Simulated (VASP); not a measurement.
A run of VASP 6.6.1 is set up as follows.

The input INCAR:

```
SYSTEM = AlGa3N4
PREC = Accurate
ENCUT = 1330
EDIFF = 1E-6
ISMEAR = 0
SIGMA = 0.05
LREAL = .FALSE.
LASPH = .TRUE.
NELM = 120
ALGO = Normal
ISIF = 2
LWAVE = .FALSE.
LCHARG = .FALSE.
GGA = CA
NBANDS = 41
GGA_COMPAT = .FALSE.
```

KPOINTS

```
regular mesh
0
G
  6 6 6
  0 0 0
```

File POSCAR:

```
AlGa3N4
1.0
    4.3382171223      0.1549363258      0.1549363258
    0.1549363258      4.3382171223      0.1549363258
    0.1549363258      0.1549363258      4.3382171223
Al Ga N
1 3 4
Direct
    0.0000000000      0.0000000000      0.0000000000
    0.5000000000      0.5000000000      0.0000000000
    0.5000000000      0.0000000000      0.5000000000
    0.0000000000      0.5000000000      0.5000000000
    0.7548078379      0.7548078379      0.2451921621
    0.7548078379      0.2451921621      0.7548078379
    0.2451921621      0.7548078379      0.7548078379
    0.2451921621      0.2451921621      0.2451921621
```

Potentials or basis: VASP PAW LDA potentials, release 64 (Al, Ga_d, N_h).

Command:

```bash
$ cat potpaw_LDA.64/Al/POTCAR potpaw_LDA.64/Ga_d/POTCAR potpaw_LDA.64/N_h/POTCAR > POTCAR
$ mpirun -np 1 vasp_std > vasp.out
```

**Question.** Estimate the pressure.

**Answer.** 19.8 GPa.

**Question.** Predict the band gap on the k mesh.

**Answer.** 2.43 eV.

Forces in eV/Å, atoms in the order of the input:
```
Al   0.651  0.651  0.651
Ga   0.670  0.670  0.666
Ga   0.670  0.666  0.670
Ga   0.666  0.670  0.670
N   -0.615 -0.615 -0.652
N   -0.615 -0.652 -0.615
N   -0.652 -0.615 -0.615
N   -0.774 -0.774 -0.774
```

Caveat: the cell stands under pressure; forces of over 1 eV/Å act on the atoms, so gaps and moduli don't describe the material at rest.
